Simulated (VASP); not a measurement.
Here is a VASP 6.6.1 calculation.

INCAR

```
SYSTEM = LuH2
ALGO = Normal ; EDIFF = 1E-7
ENCUT = 520 ; GGA = PS
ISIF = 2 ; ISMEAR = 0
LASPH = .True. ; LCHARG = .False.
LREAL = .False. ; LWAVE = .False.
NBANDS = 20 ; NELM = 100
PREC = Accurate ; SIGMA = 0.1
```

KPOINTS

```
k-points
0
Gamma
  8 8 8
  0 0 0
```

POSCAR

```
LuH2
1.0
   -0.0034421256      2.4844868788      2.4694082605
    2.4690617705     -0.0037601351      2.4931982144
    2.5001566242      2.4600195824      0.0052172205
Lu H
1 2
Direct
   -0.0162326346      0.0244206534     -0.0074522657
    0.2340977904      0.2740304417      0.2425304790
    0.7338035202      0.7749756490      0.7414966704
```

Potentials or basis: VASP PAW PBE potentials, release 64 (Lu, H).

Launch:

```console
$ cat potpaw_PBE.64/Lu/POTCAR potpaw_PBE.64/H/POTCAR > POTCAR
$ mpirun -np 1 vasp_std > vasp.out
```

**Question.** Predict the largest force.

**Answer.** 0.012 eV/Å.

**Question.** Estimate the pressure.

**Answer.** 0.2 GPa.

**Question.** Predict the band gap on the k mesh.

**Answer.** Zero (an odd number of electrons rules out a gap without spin polarisation).

Forces in eV/Å, atoms in the order of the input:
```
Lu  -0.008 -0.006  0.005
H    0.002 -0.001  0.002
H    0.006  0.007 -0.007
```

Caveat: the PAW data sets were made with another functional, which shifts forces and pressure a little; spin-orbit coupling is left out, which moves the levels of the heavy elements.
